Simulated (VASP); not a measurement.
CdF2:

```
CELL_PARAMETERS angstrom
0.00000 2.63900 2.63900
2.63900 0.00000 2.63900
2.63900 2.63900 0.00000
ATOMIC_POSITIONS crystal
Cd 0.00000 0.00000 0.00000
F 0.75000 0.75000 0.75000
F 0.25000 0.25000 0.25000
```

Base run:

| Item | Value |
| --- | --- |
| Program | VASP 6.6.1 |
| Functional | r2SCAN |
| Potentials or basis | VASP PAW PBE potentials, release 64 (Cd, F) |
| Cutoff | 520 eV |
| k mesh | 9 × 9 × 9 |
| Occupations | fermi-dirac, width 0.05 eV |
| Spin | no spin polarisation |

Its results: band gap on the k mesh 4.00 eV, indirect (least direct gap 4.39 eV); pressure 9.6 GPa.

Question: The run is repeated on the same cell with these changes: functional from r2SCAN to LDA; potentials or basis from VASP PAW PBE potentials, release 64 (Cd, F) to VASP PAW LDA potentials, release 64 (Cd, F). What comes out?

Answer: Band gap on the k mesh 3.04 eV, indirect (least direct gap 3.41 eV); pressure 2.7 GPa.

Caveats: the PAW data sets were made with another functional, which shifts forces and pressure a little (some runs).

A k mesh can miss the band edges.
